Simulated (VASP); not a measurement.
Here is a VASP 6.6.1 calculation.

File INCAR:

```
PREC = Accurate
ENCUT = 520
EDIFF = 1E-7
ISMEAR = 0
SIGMA = 0.15
LREAL = False
LASPH = True
NELM = 80
ALGO = Fast
ISIF = 2
LWAVE = False
LCHARG = False
GGA = PS
NBANDS = 18
```

KPOINTS

```
Automatic mesh
0
Gamma
  18 18 18
```

The input POSCAR:

```
TiAl3
1.0
   -1.9077740733      1.9077740733      4.2769968076
    1.9077740733     -1.9077740733      4.2769968076
    1.9077740733      1.9077740733     -4.2769968076
Ti Al
1 3
Direct
    0.0000000000      0.0000000000      0.0000000000
    0.5204582804      0.5204582804      0.0000000000
    0.7500000000      0.2500000000      0.5000000000
    0.2500000000      0.7500000000      0.5000000000
```

Potentials or basis: VASP PAW PBE potentials, release 64 (Ti_sv, Al).

Command:

```bash
$ cat potpaw_PBE.64/Ti_sv/POTCAR potpaw_PBE.64/Al/POTCAR > POTCAR
$ mpirun -np 1 vasp_std > vasp.out
```

Question: Predict the largest force.

Answer: 0.765 eV/Å.

Question: Predict the pressure.

Answer: 0.6 GPa.

Forces in eV/Å, atoms in the order of the input:
```
Ti   0.000  0.000 -0.039
Al   0.000  0.000 -0.765
Al   0.000  0.000  0.402
Al   0.000  0.000  0.402
```

Caveat: the cell differs from its parent crystal (atom 2 (Al) moved +0.175 Å along Cartesian [0 0 1]); the PAW data sets were made with another functional, which shifts forces and pressure a little.
